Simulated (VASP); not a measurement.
# MoS2 in VASP: vibrations by perturbation theory with LDA

Aim: the vibrations by perturbation theory of MoS2 with LDA.

Program: VASP 6.6.1. These are calculated values, not measurements. Logs are shortened: lines on timing, memory, paths and dates and some standing lists are left out, and cuts for length are marked.

### 1 The cell of the first run

The cell holds a sheet with vacuum, 3 atoms: a = 3.182 Å, b = 3.182 Å, c = 18.120 Å, α = 90.00°, β = 90.00°, γ = 120.00°.

### 2 Vibrations by perturbation theory, LDA

The input, INCAR:

```
PREC = Accurate
ENCUT = 520
EDIFF = 1E-8
ISMEAR = 0
SIGMA = 0.01
LREAL = F
LASPH = T
NELM = 60
ALGO = Normal
ISIF = 2
LWAVE = F
LCHARG = T
GGA = CA
IBRION = 8
NSW = 1
```

The input, KPOINTS:

```
Automatic mesh
0
Gamma
  12 12 1
```

The input, POSCAR:

```
MoS2
1.0
    3.1822670285      0.0000000000      0.0000000000
   -1.5911335143      2.7559240883      0.0000000000
    0.0000000000      0.0000000000     18.1200000000
S Mo
2 1
Direct
    0.3333333333      0.6666666667      0.4154826586
    0.3333333333      0.6666666667      0.5845173414
    0.6666666667      0.3333333333      0.5000000000
```

Potentials or basis: VASP PAW LDA potentials, release 64 (S, Mo_sv).

On the command line:

```sh
$ cat potpaw_LDA.64/S/POTCAR potpaw_LDA.64/Mo_sv/POTCAR > POTCAR
$ mpirun -np 1 vasp_std > vasp.out
```

OUTCAR:

```text
PREC = Accurate
   ENCUT = 520
   EDIFF = 1E-8
   ISMEAR = 0
   LREAL = F
   LASPH = T
   NELM = 60
   ISIF = 2
   GGA = CA
   IBRION = 8
   NSW = 1

 ion  position               nearest neighbor table
   1  0.333  0.667  0.415-   3 2.39   3 2.39   3 2.39
   2  0.333  0.667  0.585-   3 2.39   3 2.39   3 2.39
   3  0.667  0.333  0.500-   1 2.39   2 2.39   1 2.39   2 2.39   1 2.39   2 2.39

  LATTYP: Found a hexagonal cell.
 ALAT       =     3.1822670285
 C/A-ratio  =     5.6940539049

  Lattice vectors:

 A1 = (   3.1822670285,   0.0000000000,   0.0000000000)
 A2 = (  -1.5911335143,   2.7559240883,   0.0000000000)
 A3 = (   0.0000000000,   0.0000000000,  18.1200000000)

Analysis of symmetry for initial positions (statically):
=====================================================================
 Subroutine PRICEL returns:
 Original cell was already a primitive cell.

 Routine SETGRP: Setting up the symmetry group for a
 hexagonal supercell.

 Subroutine GETGRP returns: Found 12 space group operations
 (whereof 12 operations were pure point group operations)
 out of a pool of 24 trial point group operations.

The static configuration has the point symmetry D_3h.

Analysis of symmetry for dynamics (positions and initial velocities):
=====================================================================
 Subroutine PRICEL returns:
 Original cell was already a primitive cell.

 Routine SETGRP: Setting up the symmetry group for a
 hexagonal supercell.

 Subroutine GETGRP returns: Found 12 space group operations
 (whereof 12 operations were pure point group operations)
 out of a pool of 24 trial point group operations.

The dynamic configuration has the point symmetry D_3h.

 Subroutine INISYM returns: Found 12 space group operations
 (whereof 12 operations are pure point group operations),
 and found     1 'primitive' translations

[... 547 lines left out ...]
 POSITION                                       TOTAL-FORCE (eV/Angst)
 -----------------------------------------------------------------------------------
     -0.00000      1.83728      7.52855        -0.000000     -0.000000     -0.015021
     -0.00000      1.83728     10.59145        -0.000000     -0.000000      0.015021
      1.59113      0.91864      9.06000         0.000000      0.000000      0.000000
 -----------------------------------------------------------------------------------
    total drift:                               -0.000000      0.000000      0.000000

  FREE ENERGIE OF THE ION-ELECTRON SYSTEM (eV)
  ---------------------------------------------------
  free  energy   TOTEN  =       -24.3323669585 eV

  energy  without entropy=      -24.3323669585  energy(sigma->0) =      -24.33236696

[... ionic steps 2 to 9 ...]

--------------------------------------- Ionic step       10  -------------------------------------------

------------------------ aborting loop because EDIFF is reached ----------------------------------------

[... ionic steps 11 to 11 ...]

--------------------------------------- Ionic step       12  -------------------------------------------

 Free energy of the ion-electron system (eV)
  ---------------------------------------------------
  ---------------------------------------------------
  free energy    TOTEN  =        -0.86910795 eV

  energy without entropy =       -0.86910795

------------------------ aborting loop because EDIFF is reached ----------------------------------------

 INTERNAL STRAIN TENSOR  FOR ION    3  DIRECTION 3   (eV/Angst):
 -----------------------------------------------------------------------------
    -0.00002 -0.00000  0.00000
     0.00000 -0.00002 -0.00000
    -0.00000 -0.00000 -0.00001

 INTERNAL STRAIN TENSOR FOR ION    3 for displacements in x,y,z  (eV/Angst):
          X           Y           Z          XY          YZ          ZX
  --------------------------------------------------------------------------------
  x    -0.00000     0.00000    -0.00000     6.06460     0.00000     0.00000
  y     6.06460    -6.06460     0.00000     0.00000     0.00000     0.00000
  z     0.00000     0.00000     0.00000     0.00000     0.00000    -0.00000

 SECOND DERIVATIVES (NOT SYMMETRIZED)
 ------------------------------------
               1X          1Y          1Z          2X          2Y          2Z          3X          3Y          3Z
  1X    -9.951186    0.000000    0.000000   -0.412079    0.000000   -0.000000   10.363265   -0.000000    0.000000
  1Y     0.000000   -9.951186    0.000000    0.000000   -0.412079   -0.000000   -0.000000   10.363265    0.000000
  1Z    -0.000000   -0.000000  -17.597226    0.000000    0.000000    2.073106   -0.000000    0.000000   15.524119
  2X    -0.412079    0.000000    0.000000   -9.951186    0.000000   -0.000000   10.363265   -0.000000    0.000000
  2Y     0.000000   -0.412079   -0.000000    0.000000   -9.951186   -0.000000   -0.000000   10.363265    0.000000
  2Z     0.000000    0.000000    2.073106    0.000000   -0.000000  -17.597226    0.000000    0.000000   15.524119
  3X    10.347924   -0.000000   -0.000000   10.347924   -0.000000    0.000000  -20.695848    0.000000    0.000000
  3Y    -0.000000   10.347924    0.000000   -0.000000   10.347924    0.000000    0.000000  -20.695848    0.000000
  3Z    -0.000000    0.000000   15.522460   -0.000000    0.000000   15.522460    0.000000    0.000000  -31.044920

 Eigenvectors and eigenvalues of the dynamical matrix
 ----------------------------------------------------

   1 f  =   14.050130 THz    88.279571 2PiTHz  468.661895 cm-1    58.106643 meV
             X         Y         Z           dx          dy          dz
     -0.000000  1.837283  7.528546     0.000000    0.000000   -0.547440
     -0.000000  1.837283 10.591454    -0.000000    0.000000   -0.547440
      1.591134  0.918641  9.060000     0.000000   -0.000000    0.632945
[... 43 lines left out ...]
   9 f/i=    0.004165 THz     0.026169 2PiTHz    0.138927 cm-1     0.017225 meV
             X         Y         Z           dx          dy          dz
     -0.000000  1.837283  7.528546     0.092375    0.437734   -0.000000
     -0.000000  1.837283 10.591454     0.092375    0.437734   -0.000000
      1.591134  0.918641  9.060000     0.159902    0.757722   -0.000000

--------------------------------------------------------------------------------------------------------

 ELASTIC MODULI CONTR FROM IONIC RELAXATION (kBar)
 Direction    XX          YY          ZZ          XY          YZ          ZX
 --------------------------------------------------------------------------------
 XX        -130.0877    -92.7757   -321.8961      0.0000     -0.0000     -0.0000
 YY         -92.7757   -130.0877   -321.8961      0.0000     -0.0000      0.0000
 ZZ        -321.8961   -321.8961   -929.8712      0.0000     -0.0000     -0.0000
 XY           0.0000      0.0000      0.0000    -18.6560      0.0000     -0.0000
 YZ          -0.0000     -0.0000     -0.0000      0.0000   -486.4027      0.0000
 ZX          -0.0000     -0.0000     -0.0000     -0.0000      0.0000   -384.0108
 --------------------------------------------------------------------------------
```

OSZICAR:

```text
N       E                     dE             d eps       ncg     rms          rms(c)
DAV:   1     0.174207789215E+03    0.17421E+03   -0.13837E+04   870   0.124E+03
DAV:   2    -0.146283266296E+02   -0.18884E+03   -0.18698E+03   877   0.279E+02
DAV:   3    -0.256692930530E+02   -0.11041E+02   -0.11000E+02   823   0.655E+01
[... 102 lines left out ...]
RMM:  13    -0.869107941267E+00   -0.59241E-06    0.18776E-07  1118   0.129E-04    0.293E-05
RMM:  14    -0.869108294742E+00   -0.35348E-06    0.11331E-07  1150   0.133E-04    0.243E-05
RMM:  15    -0.869108042380E+00    0.25236E-06    0.18178E-07  1139   0.120E-04    0.219E-05
RMM:  16    -0.869107991968E+00    0.50412E-07    0.11005E-07  1125   0.559E-05    0.904E-06
RMM:  17    -0.869107944695E+00    0.47274E-07    0.29771E-08  1105   0.305E-05    0.299E-06
RMM:  18    -0.869107947565E+00   -0.28705E-08    0.19432E-08  1089   0.129E-05    0.172E-06
 Linear response finished
```

stdout:

```text
POSCAR found type information on POSCAR S Mo
 POSCAR found :  2 types and       3 ions
 scaLAPACK will be used
 LDA part: xc-table for (Slater(with rela. corr.)+CA(PZ))
 , standard interpolation
 POSCAR, INCAR and KPOINTS ok, starting setup
 FFT: planning ... GRIDC
 FFT: planning ... GRID_SOFT
 FFT: planning ... GRID
 WAVECAR not read
 entering main loop
 Linear response reoptimize wavefunctions to high precision
 Linear response DOF=           4
 Linear response progress:
 first order change of Fermi-energy   0.10285E-03
 force on displaced ion       1 direction 1 :  -9.951   0.001  -0.001
 Linear response progress:
 first order change of Fermi-energy   0.11149E+01
 force on displaced ion       1 direction 3 :   0.000   0.000 -17.597
 Linear response progress:
 first order change of Fermi-energy  -0.27969E-03
 force on displaced ion       3 direction 1 : -20.696   0.003   0.000
 Linear response progress:
 first order change of Fermi-energy  -0.17317E-07
 force on displaced ion       3 direction 3 :   0.000  -0.000 -31.045
 Linear response finished
```

Wall time 9.9 min (1 thread of Intel Xeon Platinum 8488C (Sapphire Rapids), shared host); peak memory 0.58 GiB.

What came out:

```
Highest phonon frequency at Γ, LO-TO splitting left out : 469 cm⁻¹
```

Phonon frequencies in cm⁻¹ (negative: imaginary):
| q point | frequencies |
| --- | --- |
| (0.000, 0.000, 0.000) | 0 0 0 284 284 383 383 408 469 |

Caveat: the cell stands under pressure or tension, which shifts response properties.
